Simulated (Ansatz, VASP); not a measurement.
## Two plane-wave programs on NbH8

```
CELL_PARAMETERS angstrom
4.16488 0.00000 0.00000
-2.08244 3.60690 0.00000
0.00000 0.00000 5.81440
ATOMIC_POSITIONS crystal
Nb 0.00000 0.00000 0.00000
H 0.33333 0.66667 0.00000
H 0.66667 0.33333 0.00000
H 0.50000 0.00000 0.00000
H 0.00000 0.50000 0.00000
H 0.50000 0.50000 0.00000
H 0.00000 0.00000 0.50000
H 0.00000 0.00000 0.66880
H 0.00000 0.00000 0.33120
```

Alike in both runs: task single point; functional PBE; k mesh 12 × 12 × 8; occupations gaussian, width 0.1 eV; collinear spin.

|  | VASP | Ansatz |
| --- | --- | --- |
| version | VASP 6.6.1 | Ansatz 0.2.0 |
| potentials or method | VASP PAW PBE potentials, release 64 (Nb_sv, H), cutoff 520 eV | scalar-relativistic, plane waves, PAW |
| valence electrons in the cell | 21 | 21 |

```tsv
	VASP	Ansatz	Ansatz less VASP
gap on the k mesh at the Fermi level (eV)	none	none	-
pressure (GPa)	-0.2	0.0	+0.22
net moment per atom (μB)	0.29	0.29	0.000
size of the moment on the site where the two differ most (μB)	1.83	0.94	-0.886
```

Site moments also hang on the region over which each program counts them. A gap of «none» marks a metal or a gap that the smearing closes. Ansatz's warnings: stability check not made.
